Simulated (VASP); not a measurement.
Input of a VASP 6.6.1 run:

Contents of INCAR:

```
SYSTEM = BaZnSbF
PREC = Accurate
ENCUT = 600
EDIFF = 1E-6
ISMEAR = -1
SIGMA = 0.02
LREAL = .False.
LASPH = .True.
NELM = 120
ALGO = Normal
ISIF = 2
LWAVE = .False.
LCHARG = .False.
GGA = PE
NBANDS = 44
GGA_COMPAT = .False.
```

The input KPOINTS:

```
Automatic mesh
0
Gamma
  6 6 2
  0 0 0
```

The input POSCAR:

```
BaZnSbF
1.0
    4.5690593621      0.0000000000      0.0000000000
    0.0000000000      4.5690593621      0.0000000000
    0.0000000000      0.0000000000     10.0378687234
Ba Zn Sb F
2 2 2 2
Direct
    0.0000000000      0.5000000000      0.3503227621
    0.5000000000      0.0000000000      0.6496772379
    0.5000000000      0.5000000000      0.0000000000
    0.0000000000      0.0000000000      0.0000000000
    0.5000000000      0.0000000000      0.1662770925
    0.0000000000      0.5000000000      0.8337229075
    0.5000000000      0.5000000000      0.5000000000
    0.0000000000      0.0000000000      0.5000000000
```

Potentials or basis: VASP PAW PBE potentials, release 64 (Ba_sv, Zn, Sb, F).

Run with:

```sh
$ cat potpaw_PBE.64/Ba_sv/POTCAR potpaw_PBE.64/Zn/POTCAR potpaw_PBE.64/Sb/POTCAR potpaw_PBE.64/F/POTCAR > POTCAR
$ mpirun -np 1 vasp_std > vasp.out
```

Task: Estimate the pressure.

Result: -2.1 GPa.

Task: Predict the band gap on the k mesh.

Result: Zero (bands 34 and 35 overlap by 0.01 eV).

Task: What does it give for the largest force?

Result: 0.251 eV/Å.

Stress tensor (GPa, compression positive):
```
-2.15  0.00  0.00
 0.00 -2.15  0.00
 0.00  0.00 -1.90
```

Caveat: semilocal functionals underestimate gaps, and a narrow one can read as zero; spin-orbit coupling is left out, which moves the levels of the heavy elements.
